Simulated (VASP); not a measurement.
# LiCl (I4/mmm) in VASP: settings compared

Aim: see how the results for LiCl move with the level of theory and the settings. Levels: PBE, r2SCAN, HSE06. Tasks: single point.

Everything below comes from runs of VASP 6.6.1. Logs are shortened: lines on timing, memory, paths and dates and some standing lists are left out, and cuts for length are marked.

**1. The cell of the first run**

The structure is tetragonal, space group I4/mmm (No. 139). The conventional cell has a = 3.615 Å, b = 3.615 Å, c = 4.928 Å, α = 90.00°, β = 90.00°, γ = 90.00°. Li (site symmetry 4/mmm) has 6 Cl at 2.46 to 2.56 Å within 3.3 Å. Within 3.3 Å of Cl (site symmetry 4/mmm) lie 6 Li at 2.46 to 2.56 Å.

**2. Single point, PBE (uniaxial x strain -3.6%)**

File INCAR:

```
PREC = Accurate
ENCUT = 520
EDIFF = 1E-6
ISMEAR = -1
SIGMA = 0.02
LREAL = False
LASPH = True
NELM = 100
ALGO = Normal
ISIF = 2
LWAVE = False
LCHARG = True
GGA = PE
LELF = True
LVHAR = True
NBANDS = 12
```

File KPOINTS:

```
Automatic mesh
0
Gamma
  8 8 8
```

File POSCAR:

```
LiCl
1.0
    0.0000000000      2.5560369945      2.5560369945
    2.4637640590      0.0000000000      2.5560369945
    2.4637640590      2.5560369945      0.0000000000
Li Cl
1 1
Direct
    0.0000000000      0.0000000000      0.0000000000
    0.5000000000      0.5000000000      0.5000000000
```

Potentials or basis: VASP PAW PBE potentials, release 64 (Li_sv, Cl).

Started as:

```console
> cat potpaw_PBE.64/Li_sv/POTCAR potpaw_PBE.64/Cl/POTCAR > POTCAR
> mpirun -np 1 vasp_std > vasp.out
```

OUTCAR:

```text
PREC = Accurate
   ENCUT = 520
   EDIFF = 1E-6
   ISMEAR = -1
   LREAL = False
   LASPH = True
   NELM = 100
   ISIF = 2
   GGA = PE

 ion  position               nearest neighbor table
   1  0.000  0.000  0.000-   2 2.46   2 2.46   2 2.56   2 2.56   2 2.56   2 2.56
   2  0.500  0.500  0.500-   1 2.46   1 2.46   1 2.56   1 2.56   1 2.56   1 2.56

  LATTYP: Found a body centered tetragonal cell.
 ALAT       =     3.6147821835
 C/A-ratio  =     1.3631604528

  Lattice vectors:

 A1 = (  -2.4637640590,   0.0000000000,  -2.5560369945)
 A2 = (  -2.4637640590,   0.0000000000,   2.5560369945)
 A3 = (   2.4637640590,   2.5560369945,   0.0000000000)

Analysis of symmetry for initial positions (statically):
=====================================================================
 Subroutine PRICEL returns:
 Original cell was already a primitive cell.

 Routine SETGRP: Setting up the symmetry group for a
 body centered tetragonal supercell.

 Subroutine GETGRP returns: Found 16 space group operations
 (whereof 16 operations were pure point group operations)
 out of a pool of 16 trial point group operations.

The static configuration has the point symmetry D_4h.

Analysis of symmetry for dynamics (positions and initial velocities):
=====================================================================
 Subroutine PRICEL returns:
 Original cell was already a primitive cell.

 Routine SETGRP: Setting up the symmetry group for a
 body centered tetragonal supercell.

 Subroutine GETGRP returns: Found 16 space group operations
 (whereof 16 operations were pure point group operations)
 out of a pool of 16 trial point group operations.

The dynamic configuration has the point symmetry D_4h.

 Subroutine INISYM returns: Found 16 space group operations
 (whereof 16 operations are pure point group operations),
 and found     1 'primitive' translations

----------------------------------------------------------------------------------------

                                     Primitive cell

  volume of cell :      32.1931

  direct lattice vectors                    reciprocal lattice vectors
     0.000000000  2.556036994  2.556036994    -0.202941511  0.195615322  0.195615322
     2.463764059  0.000000000  2.556036994     0.202941511 -0.195615322  0.195615322
     2.463764059  2.556036994  0.000000000     0.202941511  0.195615322 -0.195615322

  length of vectors
     3.614782184  3.550134991  3.550134991     0.343097603  0.343097603  0.343097603

  position of ions in fractional coordinates (direct lattice)
     0.000000000  0.000000000  0.000000000
     0.500000000  0.500000000  0.500000000

  ion indices of the primitive-cell ions
   primitive index   ion index
                 1           1
                 2           2

----------------------------------------------------------------------------------------

 KPOINTS: Automatic mesh

Automatic generation of k-mesh.
 Grid dimensions read from file:
 generate k-points for:    8    8    8

 Generating k-lattice:

  Cartesian coordinates                     Fractional coordinates (reciprocal lattice)
    -0.025367689  0.024451915  0.024451915     0.125000000  0.000000000  0.000000000
     0.025367689 -0.024451915  0.024451915     0.000000000  0.125000000  0.000000000
     0.025367689  0.024451915 -0.024451915     0.000000000  0.000000000  0.125000000

  Length of vectors
     0.042887200  0.042887200  0.042887200

  Shift w.r.t. Gamma in fractional coordinates (k-lattice)
     0.000000000  0.000000000  0.000000000

 Subroutine IBZKPT returns following result:
 ===========================================

 Found     59 irreducible k-points:

 Following reciprocal coordinates:
            Coordinates               Weight
  0.000000  0.000000  0.000000      1.000000
  0.125000  0.000000  0.000000      8.000000
  0.250000  0.000000  0.000000      8.000000
  0.375000  0.000000  0.000000      8.000000
  0.500000  0.000000  0.000000      4.000000
  0.125000  0.125000  0.000000      4.000000
[... 16 lines left out ...]
  0.250000  0.125000  0.125000      4.000000
  0.375000  0.125000  0.125000      8.000000
 [... further k-points ...]
   k-points           NKPTS =     59   k-points in BZ     NKDIM =     59   number of bands    NBANDS=     12
   number of dos      NEDOS =    301   number of ions     NIONS =      2
   total plane-waves  NPLWV =  21952
   dimension x,y,z NGX =    28 NGY =   28 NGZ =   28
   dimension x,y,z NGXF=    56 NGYF=   56 NGZF=   56
   ions per type =               1   1
   NGX,Y,Z   is equivalent  to a cutoff of  12.88, 13.11, 13.11 a.u.
   NGXF,Y,Z  is equivalent  to a cutoff of  25.75, 26.22, 26.22 a.u.
 SYSTEM =  unknown system
   PREC   = accura    normal or accurate (medium, high low for compatibility)
   ISTART =      0    job   : 0-new  1-cont  2-samecut
   ICHARG =      2    charge: 1-file 2-atom 10-const
   ISPIN  =      1    spin polarized calculation?
   LNONCOLLINEAR =      F non collinear calculations
   LSORBIT =      F    spin-orbit coupling
   LASPH  =      T    aspherical Exc in radial PAW
   ENCUT  =  520.0 eV  38.22 Ry    6.18 a.u.   6.72  6.60  6.60*2*pi/ulx,y,z
   NELM   =    100;   NELMIN=  2; NELMDL= -5     # of ELM steps
   EDIFF  = 0.1E-05   stopping-criterion for ELM
   LREAL  =      F    real-space projection
   EDIFFG = 0.1E-04   stopping-criterion for IOM
   NSW    =      0    number of steps for IOM
   IBRION =     -1    ionic relax: 0-MD 1-quasi-New 2-CG
   NFREE  =      0    steps in history (QN), initial steepest desc. (CG)
   ISIF   =      2    stress and relaxation
   ISYM   =      2    0-nonsym 1-usesym 2-fastsym
   POTIM  = 0.5000    time-step for ionic-motion
   TEBEG  =    0.0;   TEEND  =   0.0 temperature during run
   PSTRESS=    0.0 pullay stress
   NELECT =      10.0000    total number of electrons
   NUPDOWN=      -1.0000    fix difference up-down
   EMIN   =  10.00;   EMAX   =-10.00  energy-range for DOS
   EFERMI =   0.00;   METHOD = LEGACY
   ISMEAR =    -1;   SIGMA  =   0.02  broadening in eV -4-tet -1-fermi 0-gaus
   EFERMI_NEDOS =   21; number of points for ismear=-14 and -15
   IALGO  =     38    algorithm
   IMIX   =      4    mixing-type and parameters
     AMIX     =   0.40;   BMIX     =  1.00
     AMIX_MAG =   1.60;   BMIX_MAG =  1.00
  volume/ion in A,a.u.               =      16.10       108.63
  Fermi-wavevector in a.u.,A,eV,Ry     =   1.108716  2.095170 16.724982  1.229251
  Thomas-Fermi vector in A             =   2.245247
   LORBIT       =      0    0 simple, 1 ext, 2 COOP (PROOUT), +10 PAW based schemes
   GGA     = PE    functional components
   LHFCALC =     F    Hartree Fock is set to
   AEXX    =    0.0000 exact exchange contribution
   IVDW    =     0    specifies the selected vdW correction
   LEPSILON=     F    determine dielectric tensor
   LRPA    =     F    only Hartree local field effects (RPA)
 non-spin polarized calculation
  energy-cutoff  :      520.00
  volume of cell :       32.19
 maximum number of plane-waves:       889
   NGX = 13   NGY = 13   NGZ = 13

 number of electron      10.0000000 magnetization

 number of electron       9.9999996 magnetization

 Free energy of the ion-electron system (eV)
  ---------------------------------------------------
  ext. energy  EPLUGINS =         0.00000000
  ---------------------------------------------------
  free energy    TOTEN  =        -7.36985604 eV

  energy without entropy =       -7.36985604  energy(sigma->0) =       -7.36985604

 E-fermi :   1.4311     XC(G=0):  -8.9334

 val. band max:        0.9771746208   @ k =   0.0000   0.0000   0.0000
 cond. band min:       7.5603065653   @ k =   0.0000   0.0000   0.0000
 fundamental gap:      6.5831319445
 Fermi energy:         1.4311325216

 k-point     1 :       0.0000    0.0000    0.0000
  band No.  band energies     occupation
      1     -42.4998      2.00000
      2     -12.6277      2.00000
      3       0.8604      2.00000
      4       0.9772      2.00000
      5       0.9772      2.00000
      6       7.5603      0.00000
      7      12.8167      0.00000
      8      12.8167      0.00000
      9      13.1440      0.00000
     10      15.4035      0.00000
     11      15.5008      0.00000
     12      15.5008      0.00000

 k-point     2 :       0.1250    0.0000    0.0000
  band No.  band energies     occupation
      1     -42.4993      2.00000
      2     -12.5445      2.00000
      3       0.3727      2.00000
      4       0.8750      2.00000
      5       0.9188      2.00000
      6       8.0204      0.00000
      7      12.1515      0.00000
      8      12.6695      0.00000
      9      13.0308      0.00000
     10      14.0476      0.00000
     11      14.2889      0.00000
     12      16.2255      0.00000

 k-point     3 :       0.2500    0.0000    0.0000
  band No.  band energies     occupation
      1     -42.4980      2.00000
      2     -12.3315      2.00000
      3      -0.7451      2.00000
      4       0.7858      2.00000
      5       0.8010      2.00000
      6       8.3418      0.00000
      7      11.5005      0.00000
      8      11.8732      0.00000
      9      12.1701      0.00000
     10      15.0134      0.00000
     11      15.0203      0.00000
     12      16.8255      0.00000

 k-point     4 :       0.3750    0.0000    0.0000
  band No.  band energies     occupation
      1     -42.4967      2.00000
      2     -12.0982      2.00000
      3      -1.6981      2.00000
      4       0.6628      2.00000
      5       0.7368      2.00000
      6       7.9564      0.00000
      7      10.6134      0.00000
      8      10.9606      0.00000
      9      13.5149      0.00000
     10      16.7473      0.00000
     11      16.9374      0.00000
     12      17.5334      0.00000

 k-point     5 :       0.5000    0.0000    0.0000
  band No.  band energies     occupation
      1     -42.4962      2.00000
      2     -11.9945      2.00000
      3      -2.0652      2.00000
      4       0.6144      2.00000
      5       0.7121      2.00000
      6       7.7420      0.00000
      7      10.3075      0.00000
      8      10.6336      0.00000
      9      14.4088      0.00000
     10      18.0901      0.00000
     11      18.1828      0.00000
     12      18.4830      0.00000
[... 228 lines left out ...]
      1     -42.4954      2.00000
      2     -11.7380      2.00000
      3      -2.1751      2.00000
      4      -0.3387      2.00000
      5      -0.0797      2.00000
      6       8.9723      0.00000
      7       9.2274      0.00000
      8      13.6150      0.00000
      9      15.1285      0.00000
     10      15.9429      0.00000
     11      18.1332      0.00000
     12      19.5241      0.00000

 k-point    22 :       0.0000    0.1250    0.1250
  band No.  band energies     occupation
      1     -42.4990      2.00000
      2     -12.5116      2.00000
      3       0.3948      2.00000
      4       0.7579      2.00000
      5       0.7579      2.00000
      6       8.3000      0.00000
      7      12.0004      0.00000
      8      12.7719      0.00000
      9      12.8584      0.00000
     10      12.8584      0.00000
     11      15.6944      0.00000
     12      16.6047      0.00000

 k-point    23 :       0.2500    0.1250    0.1250
  band No.  band energies     occupation
      1     -42.4986      2.00000
      2     -12.4193      2.00000
      3      -0.0932      2.00000
      4       0.4268      2.00000
      5       0.9335      2.00000
      6       8.5857      0.00000
      7      11.6185      0.00000
      8      12.0905      0.00000
      9      12.4709      0.00000
     10      13.4516      0.00000
     11      15.7310      0.00000
     12      17.0766      0.00000

 k-point    24 :       0.3750    0.1250    0.1250
  band No.  band energies     occupation
      1     -42.4973      2.00000
      2     -12.1935      2.00000
      3      -1.0376      2.00000
      4       0.1755      2.00000
      5       0.7947      2.00000
      6       8.7748      0.00000
      7      11.1279      0.00000
      8      11.4672      0.00000
      9      12.2240      0.00000
     10      14.6497      0.00000
     11      17.0997      0.00000
     12      17.8235      0.00000

 [... further k-points ...]

------------------------ aborting loop because EDIFF is reached ----------------------------------------

  FORCE on cell =-STRESS in cart. coord.  units (eV):
  Direction    XX          YY          ZZ          XY          YZ          ZX
  --------------------------------------------------------------------------------------
  -------------------------------------------------------------------------------------
  Total        0.6580955      0.3121676      0.3121676      0.0000000      0.0000000      0.0000000
  in kB       32.7518696     15.5358479     15.5358479      0.0000000      0.0000000      0.0000000
  external PRESSURE =      21.2745218 kB  Pullay stress =       0.0000000 kB

 VOLUME and BASIS-vectors are now :
 -----------------------------------------------------------------------------
  energy-cutoff  :      520.00
  volume of cell :       32.19
      direct lattice vectors                 reciprocal lattice vectors
     0.000000000  2.556036994  2.556036994    -0.202941511  0.195615322  0.195615322
     2.463764059  0.000000000  2.556036994     0.202941511 -0.195615322  0.195615322
     2.463764059  2.556036994  0.000000000     0.202941511  0.195615322 -0.195615322

 POSITION                                       TOTAL-FORCE (eV/Angst)
 -----------------------------------------------------------------------------------
      0.00000      0.00000      0.00000         0.000000      0.000000     -0.000000
      2.46376      2.55604      2.55604         0.000000      0.000000      0.000000
 -----------------------------------------------------------------------------------
    total drift:                                0.000000      0.000000      0.000000

  FREE ENERGIE OF THE ION-ELECTRON SYSTEM (eV)
  ---------------------------------------------------
  free  energy   TOTEN  =        -7.3698560418 eV

  energy  without entropy=       -7.3698560418  energy(sigma->0) =       -7.36985604
```

Wall time 20 s (1 thread of Intel Xeon Platinum 8259CL at 2.50GHz (Skylake/Cascade Lake), shared host); peak memory 0.15 GiB.

What came out:

| Quantity | Value |
| --- | --- |
| Free energy | -7.3699 eV |
| Band gap on the k mesh | 6.58 eV |

Caveat: the cell differs from its parent crystal (uniaxial x strain -3.6%); the cutoff is under 1.25 times the usual one of these potentials, so pressure, stress and relaxed cells hold a basis-set (Pulay) error. A k mesh can miss the band edges.

**3. Single point, r2SCAN (uniaxial x strain -3.6%)**

POSCAR is that of step 2.

File INCAR.step1:

```
PREC = Accurate
ENCUT = 520
ISMEAR = 0
SIGMA = 0.01
LREAL = False
LASPH = True
NELM = 60
NBANDS = 12
GGA = PE
ALGO = Normal
EDIFF = 1E-4
LWAVE = True
LCHARG = False
```

File INCAR.step2:

```
PREC = Accurate
ENCUT = 520
EDIFF = 1E-6
ISMEAR = 0
SIGMA = 0.01
LREAL = False
LASPH = True
NELM = 60
ALGO = Normal
ISIF = 2
LWAVE = False
LCHARG = False
METAGGA = R2SCAN
LMIXTAU = True
NBANDS = 12
ISTART = 1
```

KPOINTS is that of step 2.

Potentials or basis: VASP PAW PBE potentials, release 64 (Li_sv, Cl).

Started as:

```console
> cat potpaw_PBE.64/Li_sv/POTCAR potpaw_PBE.64/Cl/POTCAR > POTCAR
> cp INCAR.step1 INCAR
> mpirun -np 1 vasp_std > vasp.out
> cp INCAR.step2 INCAR
> mpirun -np 1 vasp_std > vasp.out
```

It took 94 s on 1 thread of Intel Xeon Platinum 8259CL at 2.50GHz (Skylake/Cascade Lake), shared host; peak memory 0.16 GiB.

The run converged. Its results:

- Free energy: -12.5815 eV
- Band gap on the k mesh: 7.55 eV (least direct gap 7.57 eV)

Levels at points of the mesh, in eV from the valence-band top:
```csv
k point,band 2,band 3,band 4,band 5,band 6,band 7,band 8,band 9
"(0.00, 0.00, 0.00)",-14.20,-0.12,0.00,0.00,7.57,12.56,12.56,12.89
"(0.50, 0.00, 0.00)",-13.55,-3.07,-0.38,-0.28,7.55,10.13,10.48,14.70
"(0.50, 0.50, 0.00)",-13.28,-3.20,-1.34,-1.08,8.89,8.90,13.80,15.45
"(0.00, 0.50, 0.50)",-13.21,-3.19,-1.34,-1.34,8.70,8.80,14.36,15.59
```

Caveat: the cell differs from its parent crystal (uniaxial x strain -3.6%); the cutoff is under 1.25 times the usual one of these potentials, so pressure, stress and relaxed cells hold a basis-set (Pulay) error; the PAW data sets were made with another functional, which shifts forces and pressure a little. A k mesh can miss the band edges.

**4. Single point, HSE06 (uniaxial x strain -3.6%)**

POSCAR is that of step 3.

File INCAR.step1:

```
ALGO = Normal ; EDIFF = 1E-5
ENCUT = 520 ; GGA = PE
ISIF = 2 ; ISMEAR = 0
LASPH = T ; LCHARG = F
LREAL = F ; LWAVE = T
NBANDS = 12 ; NELM = 60
PREC = Accurate ; SIGMA = 0.01
```

File INCAR.step2:

```
ALGO = Normal ; EDIFF = 1E-7
ENCUT = 520 ; GGA = PE
HFSCREEN = 0.2079 ; ISIF = 2
ISMEAR = 0 ; ISTART = 1
LASPH = T ; LCHARG = F
LHFCALC = T ; LREAL = F
LWAVE = F ; NBANDS = 12
NELM = 60 ; PREC = Accurate
PRECFOCK = Normal ; SIGMA = 0.01
```

File KPOINTS:

```
k-points
0
Gamma
  6 6 6
```

Started as:

```console
> cat potpaw_PBE.64/Li_sv/POTCAR potpaw_PBE.64/Cl/POTCAR > POTCAR
> cp INCAR.step1 INCAR
> mpirun -np 1 vasp_std > vasp.out
> cp INCAR.step2 INCAR
> mpirun -np 1 vasp_std > vasp.out
```

It took 14 min on 1 thread of Intel Xeon Platinum 8259CL at 2.50GHz (Skylake/Cascade Lake), shared host; peak memory 0.26 GiB.

It converged, with:

```yaml
Free_energy: -8.4500 eV
Band_gap_on_the_k_mesh: 7.99 eV
```

Levels at points of the mesh, in eV from the valence-band top:
```csv
k point,band 2,band 3,band 4,band 5,band 6,band 7,band 8,band 9
"(0.00, 0.00, 0.00)",-14.89,-0.12,0.00,0.00,7.99,13.37,13.37,13.70
"(0.50, 0.00, 0.00)",-14.19,-3.30,-0.40,-0.29,8.13,10.82,11.17,15.19
"(0.50, 0.50, 0.00)",-13.92,-3.39,-1.42,-1.14,9.42,9.58,14.36,15.88
"(0.00, 0.50, 0.50)",-13.84,-3.38,-1.41,-1.41,9.33,9.39,14.91,16.02
```

Caveat: the cell differs from its parent crystal (uniaxial x strain -3.6%); the cutoff is under 1.25 times the usual one of these potentials, so pressure, stress and relaxed cells hold a basis-set (Pulay) error; the PAW data sets were made with another functional, which shifts forces and pressure a little. A k mesh can miss the band edges.

**5. The runs side by side**

| level | k mesh | smearing | grid for exact exchange (PRECFOCK) | share of exact exchange | screening parameter | gap on the mesh (eV) |
| --- | --- | --- | --- | --- | --- | --- |
| PBE | 8 × 8 × 8 | fermi-dirac 0.02 eV | - | - | - | 6.58 |
| r2SCAN | 8 × 8 × 8 | gaussian 0.01 eV | - | - | - | 7.55 |
| HSE06 | 6 × 6 × 6 | gaussian 0.01 eV | Normal | 0.25 | 0.2079 1/Å | 7.99 |

Alike in all rows: task single point; potentials or basis VASP PAW PBE potentials, release 64 (Li_sv, Cl); no spin polarisation; cell as given; cutoff (eV) 520.

Caveats: the cutoff is under 1.25 times the usual one of these potentials, so pressure, stress and relaxed cells hold a basis-set (Pulay) error; the PAW data sets were made with another functional, which shifts forces and pressure a little (at least some runs).

Absolute energies hang on the potentials; compare differences alone.
